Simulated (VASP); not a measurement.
A run of VASP 6.6.1 is set up as follows.

INCAR

```
PREC = Accurate
ENCUT = 520
EDIFF = 1E-7
ISMEAR = -1
SIGMA = 0.05
LREAL = F
LASPH = T
NELM = 80
ALGO = Normal
ISIF = 2
LWAVE = F
LCHARG = F
GGA = PS
NBANDS = 35
```

KPOINTS

```
regular mesh
0
Gamma
  7 7 3
```

Contents of POSCAR:

```
SnO2
1.0
    3.2305756168      0.0000000000      0.0000000000
   -1.6152878084      2.7977605530      0.0000000000
    0.0000000000      0.0000000000     10.7905620000
Sn O
2 4
Direct
    0.0000000000      0.0000000000      0.0000000000
    0.0000000000      0.0000000000      0.5000000000
    0.3333333333      0.6666666667      0.9058620000
    0.3333333333      0.6666666667      0.5941380000
    0.6666666667      0.3333333333      0.0941380000
    0.6666666667      0.3333333333      0.4058620000
```

Potentials or basis: VASP PAW PBE potentials, release 64 (Sn_d, O).

Launch:

```bash
$ cat potpaw_PBE.64/Sn_d/POTCAR potpaw_PBE.64/O/POTCAR > POTCAR
$ mpirun -np 1 vasp_std > vasp.out
```

Question: What does it give for the pressure?

Answer: -3.8 GPa.

Question: What does it give for the band gap on the k mesh?

Answer: 2.06 eV (least direct gap 2.45 eV).

Question: What does it give for the largest force?

Answer: 0.335 eV/Å.

Stress tensor (GPa, compression positive):
```
-4.81  0.00  0.00
 0.00 -4.81  0.00
 0.00  0.00 -1.84
```

Caveat: the cell stands under tension; the PAW data sets were made with another functional, which shifts forces and pressure a little; spin-orbit coupling is left out, which moves the levels of the heavy elements; an odd mesh through Γ misses points on the zone boundary, where band edges can lie.
